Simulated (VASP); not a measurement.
# B18N17O (a cell with a defect) in VASP: electric field gradients with PBE

Aim: the electric field gradients of B18N17O (a cell with a defect) with PBE.

All numbers are computed with VASP 6.6.1; they aren't measurements. Logs are shortened: lines on timing, memory, paths and dates and some standing lists are left out, and cuts for length are marked.

## (1) The cell of the first run

The cell holds a defect, 36 atoms: a = 7.495 Å, b = 7.495 Å, c = 6.636 Å, α = 90.00°, β = 90.00°, γ = 120.00°.

## (2) Electric field gradients, PBE, collinear spin, ferromagnetic start

The input, INCAR:

```
SYSTEM = B18N17O
PREC = Accurate
ENCUT = 520
EDIFF = 1E-8
ISMEAR = -1
SIGMA = 0.01
LREAL = Auto
LASPH = .True.
NELM = 150
ALGO = Normal
ISIF = 2
LWAVE = .False.
LCHARG = .False.
ISPIN = 2
MAGMOM = 0 0 0 0 0 0 0 0 0 0 0 0 0 0 0 0 0 0 1 0 0 0 0 0 0 0 0 0 0 0 0 0 0 0 0 0
LORBIT = 11
GGA = PE
LEFG = .True.
NBANDS = 100
```

The input, KPOINTS:

```
Automatic mesh
0
Gamma
  3 3 3
  0 0 0
```

The input, POSCAR:

```
B18N17O
1.0
    7.4947200000      0.0000000000      0.0000000000
   -3.7473600000      6.4906179144      0.0000000000
    0.0000000000      0.0000000000      6.6357000000
B O N
18 1 17
Direct
    0.1111111111      0.2222222222      0.2500000000
    0.1111111111      0.5555555556      0.2500000000
    0.1111111111      0.8888888889      0.2500000000
    0.4444444444      0.2222222222      0.2500000000
    0.4444444444      0.5555555556      0.2500000000
    0.4444444444      0.8888888889      0.2500000000
    0.7777777778      0.2222222222      0.2500000000
    0.7777777778      0.5555555556      0.2500000000
    0.7777777778      0.8888888889      0.2500000000
    0.2222222222      0.1111111111      0.7500000000
    0.2222222222      0.4444444444      0.7500000000
    0.2222222222      0.7777777778      0.7500000000
    0.5555555556      0.1111111111      0.7500000000
    0.5555555556      0.4444444444      0.7500000000
    0.5555555556      0.7777777778      0.7500000000
    0.8888888889      0.1111111111      0.7500000000
    0.8888888889      0.4444444444      0.7500000000
    0.8888888889      0.7777777778      0.7500000000
    0.1111111111      0.2222222222      0.7500000000
    0.1111111111      0.5555555556      0.7500000000
    0.1111111111      0.8888888889      0.7500000000
    0.4444444444      0.2222222222      0.7500000000
    0.4444444444      0.5555555556      0.7500000000
    0.4444444444      0.8888888889      0.7500000000
    0.7777777778      0.2222222222      0.7500000000
    0.7777777778      0.5555555556      0.7500000000
    0.7777777778      0.8888888889      0.7500000000
    0.2222222222      0.1111111111      0.2500000000
    0.2222222222      0.4444444444      0.2500000000
    0.2222222222      0.7777777778      0.2500000000
    0.5555555556      0.1111111111      0.2500000000
    0.5555555556      0.4444444444      0.2500000000
    0.5555555556      0.7777777778      0.2500000000
    0.8888888889      0.1111111111      0.2500000000
    0.8888888889      0.4444444444      0.2500000000
    0.8888888889      0.7777777778      0.2500000000
```

Potentials or basis: VASP PAW PBE potentials, release 64 (B, O, N).

Command:

```bash
cat potpaw_PBE.64/B/POTCAR potpaw_PBE.64/O/POTCAR potpaw_PBE.64/N/POTCAR > POTCAR
mpirun -np 1 vasp_std > vasp.out
```

OUTCAR:

```text
SYSTEM = B18N17O
   PREC = Accurate
   ENCUT = 520
   EDIFF = 1E-8
   ISMEAR = -1
   LREAL = Auto
   LASPH = .True.
   NELM = 150
   ISIF = 2
   ISPIN = 2
   LORBIT = 11
   GGA = PE

 ion  position               nearest neighbor table
   1  0.111  0.222  0.250-  28 1.44  34 1.44  29 1.44
   2  0.111  0.556  0.250-  35 1.44  30 1.44  29 1.44
   3  0.111  0.889  0.250-  30 1.44  36 1.44  28 1.44
   4  0.444  0.222  0.250-  28 1.44  32 1.44  31 1.44
   5  0.444  0.556  0.250-  29 1.44  33 1.44  32 1.44
   6  0.444  0.889  0.250-  30 1.44  31 1.44  33 1.44
[... 28 lines left out ...]
  35  0.889  0.444  0.250-   2 1.44   7 1.44   8 1.44
  36  0.889  0.778  0.250-   3 1.44   9 1.44   8 1.44

  LATTYP: Found a hexagonal cell.
 ALAT       =     7.4947200000
 C/A-ratio  =     0.8853833099

  Lattice vectors:

 A1 = (   7.4947200000,   0.0000000000,   0.0000000000)
 A2 = (  -3.7473600000,   6.4906179144,   0.0000000000)
 A3 = (   0.0000000000,   0.0000000000,   6.6357000000)

Analysis of symmetry for initial positions (statically):
=====================================================================
 Subroutine PRICEL returns:
 Original cell was already a primitive cell.

 Routine SETGRP: Setting up the symmetry group for a
 hexagonal supercell.

 Subroutine GETGRP returns: Found 12 space group operations
 (whereof  2 operations were pure point group operations)
 out of a pool of 24 trial point group operations.

The static configuration has the point symmetry C_1h.
 The point group associated with its full space group is D_3h.

Analysis of symmetry for dynamics (positions and initial velocities):
=====================================================================
 Subroutine PRICEL returns:
 Original cell was already a primitive cell.

 Routine SETGRP: Setting up the symmetry group for a
 hexagonal supercell.

 Subroutine GETGRP returns: Found 12 space group operations
 (whereof  2 operations were pure point group operations)
 out of a pool of 24 trial point group operations.

The dynamic configuration has the point symmetry C_1h.
 The point group associated with its full space group is D_3h.

Analysis of structural, dynamic, and magnetic symmetry:
=====================================================================
 Subroutine PRICEL returns:
 Original cell was already a primitive cell.

 Routine SETGRP: Setting up the symmetry group for a
 hexagonal supercell.

 Subroutine GETGRP returns: Found 12 space group operations
 (whereof  2 operations were pure point group operations)
 out of a pool of 24 trial point group operations.

The overall configuration has the point symmetry C_1h.
 The point group associated with its full space group is D_3h.

 Subroutine INISYM returns: Found 12 space group operations
 (whereof  2 operations are pure point group operations),
 and found     1 'primitive' translations

----------------------------------------------------------------------------------------

                                     Primitive cell

  volume of cell :     322.7960

  direct lattice vectors                    reciprocal lattice vectors
     7.494720000  0.000000000  0.000000000     0.133427266  0.077034268  0.000000000
    -3.747360000  6.490617914  0.000000000     0.000000000  0.154068536  0.000000000
     0.000000000  0.000000000  6.635700000     0.000000000  0.000000000  0.150700002

  length of vectors
     7.494720000  7.494720000  6.635700000     0.154068536  0.154068536  0.150700002

  position of ions in fractional coordinates (direct lattice)
     0.111111111  0.222222222  0.250000000
     0.111111111  0.555555556  0.250000000
     0.111111111  0.888888889  0.250000000
     0.444444444  0.222222222  0.250000000
[... 160 lines left out ...]
   NGX = 27   NGY = 27   NGZ = 25

 number of electron     144.9999978 magnetization       0.5471487

 Free energy of the ion-electron system (eV)
  ---------------------------------------------------
  ext. energy  EPLUGINS =         0.00000000
  ---------------------------------------------------
  free energy    TOTEN  =      -311.28390445 eV

  energy without entropy =     -311.28182002  energy(sigma->0) =     -311.28286223

 E-fermi :   6.7174     XC(G=0): -10.1073

 val. band max:        6.7085710154   @ k =   0.3333   0.3333   0.3333
 cond. band min:       6.7390566857   @ k =   0.3333   0.3333   0.0000
 fundamental gap:      0.0304856703
 Fermi energy:         6.7173709684

 spin component 1

 k-point     1 :       0.0000    0.0000    0.0000
  band No.  band energies     occupation
      1     -20.4549      1.00000
      2     -15.3277      1.00000
      3     -15.0578      1.00000
      4     -13.7581      1.00000
      5     -13.7581      1.00000
      6     -13.6385      1.00000
[... 511 lines left out ...]
     83       9.0327      0.00000
     84       9.0705      0.00000
 Fermi energy:         6.7173709684

 spin component 2

 k-point     1 :       0.0000    0.0000    0.0000
  band No.  band energies     occupation
      1     -20.4451      1.00000
      2     -15.3182      1.00000
      3     -15.0497      1.00000
      4     -13.7486      1.00000
      5     -13.7486      1.00000
      6     -13.6314      1.00000
[... 511 lines left out ...]
     83       9.0687      0.00000
     84       9.1075      0.00000
 [bands above 84 left out]

------------------------ aborting loop because EDIFF is reached ----------------------------------------

  FORCE on cell =-STRESS in cart. coord.  units (eV):
  Direction    XX          YY          ZZ          XY          YZ          ZX
  --------------------------------------------------------------------------------------
  -------------------------------------------------------------------------------------
  Total       12.2166670     12.2166670      4.5344679      0.0000000     -0.0000000      0.0000000
  in kB       60.6366386     60.6366386     22.5065389      0.0000000     -0.0000000      0.0000000
  external PRESSURE =      47.9266054 kB  Pullay stress =       0.0000000 kB

 VOLUME and BASIS-vectors are now :
 -----------------------------------------------------------------------------
  energy-cutoff  :      520.00
  volume of cell :      322.80
      direct lattice vectors                 reciprocal lattice vectors
     7.494720000  0.000000000  0.000000000     0.133427266  0.077034268  0.000000000
    -3.747360000  6.490617914  0.000000000     0.000000000  0.154068536  0.000000000
     0.000000000  0.000000000  6.635700000     0.000000000  0.000000000  0.150700002

 POSITION                                       TOTAL-FORCE (eV/Angst)
 -----------------------------------------------------------------------------------
      0.00000      1.44236      1.65892        -0.000000      0.000000     -0.000000
     -1.24912      3.60590      1.65892        -0.137051      0.102123     -0.000000
     -2.49824      5.76944      1.65892         0.019916     -0.169751     -0.000000
      2.49824      1.44236      1.65892         0.156966      0.067628     -0.000000
      1.24912      3.60590      1.65892         0.137051      0.102123     -0.000000
     -0.00000      5.76944      1.65892        -0.000000      0.000000     -0.000000
[... 28 lines left out ...]
      4.99648      2.88472      1.65892         0.055249     -0.031898     -0.000000
      3.74736      5.04826      1.65892        -0.000000      0.063796     -0.000000
 -----------------------------------------------------------------------------------
    total drift:                                0.000009      0.000026      0.000000

  FREE ENERGIE OF THE ION-ELECTRON SYSTEM (eV)
  ---------------------------------------------------
  free  energy   TOTEN  =      -311.2839044475 eV

  energy  without entropy=     -311.2818200214  energy(sigma->0) =     -311.28286223

 Electric field gradients (V/A^2)
---------------------------------------------------------------------
 ion       V_xx      V_yy      V_zz      V_xy      V_xz      V_yz
---------------------------------------------------------------------
   1     -16.805   -16.805    33.610    -0.000     0.000    -0.000
   2     -16.846   -17.153    33.999    -0.185    -0.000     0.000
   3     -17.237   -16.762    33.999     0.041     0.000    -0.000
   4     -16.916   -17.083    33.999     0.226     0.000     0.000
   5     -16.846   -17.153    33.999     0.185     0.000     0.000
   6     -16.775   -16.775    33.549    -0.000     0.000     0.000
[... 28 lines left out ...]
  35      -1.941    -2.001     3.942    -0.051     0.000     0.000
  36      -2.028    -1.914     3.942    -0.000     0.000     0.000
---------------------------------------------------------------------

 Electric field gradients after diagonalization (V/A^2)
 (convention: |V_zz| > |V_xx| > |V_yy|)
----------------------------------------------------------------------
 ion       V_xx      V_yy      V_zz     asymmetry (V_yy - V_xx)/ V_zz
----------------------------------------------------------------------
   1     -16.805   -16.805    33.610       0.000
   2     -17.240   -16.759    33.999       0.014
   3     -17.240   -16.759    33.999       0.014
   4     -17.240   -16.759    33.999       0.014
   5     -17.240   -16.759    33.999       0.014
   6     -16.775   -16.775    33.549       0.000
[... 28 lines left out ...]
  35      -2.030    -1.912     3.942       0.030
  36      -2.028    -1.914     3.942       0.029
----------------------------------------------------------------------

           NMR quadrupolar parameters

 Cq : quadrupolar parameter    Cq=e*Q*V_zz/h
 eta: asymmetry parameters     (V_yy - V_xx)/ V_zz
 Q  : nuclear electric quadrupole moment in mb (millibarn)
----------------------------------------------------------------------
 ion       Cq(MHz)       eta       Q (mb)
----------------------------------------------------------------------
   1       0.081       0.000       1.000
   2       0.082       0.014       1.000
   3       0.082       0.014       1.000
   4       0.082       0.014       1.000
   5       0.082       0.014       1.000
   6       0.081       0.000       1.000
[... 28 lines left out ...]
  35       0.010       0.030       1.000
  36       0.010       0.029       1.000
----------------------------------------------------------------------

 total charge

# of ion       s       p       d       tot
------------------------------------------
    1        0.748   1.447   0.000   2.195
    2        0.747   1.441   0.000   2.187
    3        0.747   1.441   0.000   2.187
    4        0.747   1.441   0.000   2.187
    5        0.747   1.441   0.000   2.187
    6        0.746   1.442   0.000   2.188
[... 28 lines left out ...]
   35        1.227   2.801   0.000   4.028
   36        1.227   2.801   0.000   4.028
--------------------------------------------------
tot         35.712  77.178   0.000 112.890

 magnetization (x)

# of ion       s       p       d       tot
------------------------------------------
    1        0.001   0.010   0.000   0.011
    2        0.000   0.005   0.000   0.005
    3        0.000   0.005   0.000   0.005
    4        0.000   0.005   0.000   0.005
    5        0.000   0.005   0.000   0.005
    6       -0.000  -0.002   0.000  -0.002
[... 28 lines left out ...]
   35       -0.000  -0.002   0.000  -0.002
   36       -0.000  -0.002   0.000  -0.002
--------------------------------------------------
tot          0.018   0.236   0.000   0.254
```

It took 7.1 min on 1 thread of Intel Xeon 6975P-C (Granite Rapids), shared host; peak memory 0.65 GiB.

Results:

- Free energy: -311.2839 eV
- Pressure: 4.8 GPa
- Largest force: 2.307 eV/Å
- Net moment: 0.55 μB per cell
- Site moments: B +0.01, -0.00, +0.03, +0.04; O -0.00; N -0.01, -0.00 μB
- Valence electrons inside the program's atomic spheres: B 2.19, 2.12, 2.18; O 5.28; N 4.02, 4.03

Forces on the atoms (eV/Å):
```
B    0.000  0.000  0.000
B   -0.137  0.102  0.000
B    0.020 -0.170  0.000
B    0.157  0.068  0.000
B    0.137  0.102  0.000
B    0.000  0.000  0.000
B   -0.157  0.068  0.000
B    0.000  0.000  0.000
B   -0.020 -0.170  0.000
B    1.998 -1.154  0.000
B    0.000  2.307  0.000
B    0.307  0.177  0.000
B    0.000 -0.354  0.000
B    0.451  0.261  0.000
B   -0.307  0.177  0.000
B   -1.998 -1.154  0.000
B   -0.451  0.261  0.000
B    0.000 -0.521  0.000
O    0.000  0.000  0.000
N    0.416 -0.972  0.000
N   -0.634  0.846  0.000
N   -1.050  0.126  0.000
N   -0.416 -0.972  0.000
N    0.000  0.000  0.000
N    1.050  0.126  0.000
N    0.000  0.000  0.000
N    0.634  0.846  0.000
N   -0.098  0.057  0.000
N    0.000 -0.113  0.000
N   -0.012 -0.007  0.000
N    0.000  0.014  0.000
N   -0.055 -0.032  0.000
N    0.012 -0.007  0.000
N    0.098  0.057  0.000
N    0.055 -0.032  0.000
N    0.000  0.064  0.000
```

Stress tensor (GPa, compression positive):
```
6.06 0.00 0.00
0.00 6.06 0.00
0.00 0.00 2.25
```

Electric field gradients, principal values (V/Å²):
```tsv
atom	least	middle	greatest (by size)
1 B	-16.805	-16.805	33.610
2 B	-16.759	-17.240	33.999
3 B	-16.759	-17.240	33.999
4 B	-16.759	-17.240	33.999
5 B	-16.759	-17.240	33.999
6 B	-16.775	-16.775	33.549
7 B	-16.759	-17.241	34.000
8 B	-17.184	-17.185	34.369
9 B	-16.759	-17.240	34.000
10 B	4.022	19.916	-23.938
11 B	4.022	19.916	-23.938
12 B	-14.555	-16.076	30.631
13 B	-14.555	-16.076	30.631
14 B	-14.584	-15.815	30.400
15 B	-14.555	-16.076	30.631
16 B	4.022	19.916	-23.938
17 B	-14.584	-15.815	30.400
18 B	-14.584	-15.815	30.400
19 O	38.878	38.883	-77.761
20 N	-0.154	-6.190	6.344
21 N	-0.155	-6.189	6.344
22 N	-0.153	-6.191	6.344
23 N	-0.153	-6.189	6.342
24 N	-1.386	-1.387	2.773
25 N	-0.152	-6.193	6.345
26 N	-1.917	-1.921	3.839
27 N	-0.154	-6.189	6.343
28 N	-1.971	-3.207	5.178
29 N	-1.974	-3.206	5.179
30 N	-1.423	-2.223	3.646
31 N	-1.423	-2.221	3.644
32 N	-1.914	-2.029	3.943
33 N	-1.426	-2.220	3.646
34 N	-1.971	-3.206	5.177
35 N	-1.912	-2.030	3.942
36 N	-1.914	-2.028	3.942
```

Caveat: without QUAD_EFG the Cq values of the log hold for a quadrupole moment of 1 mb, not for the nuclei.
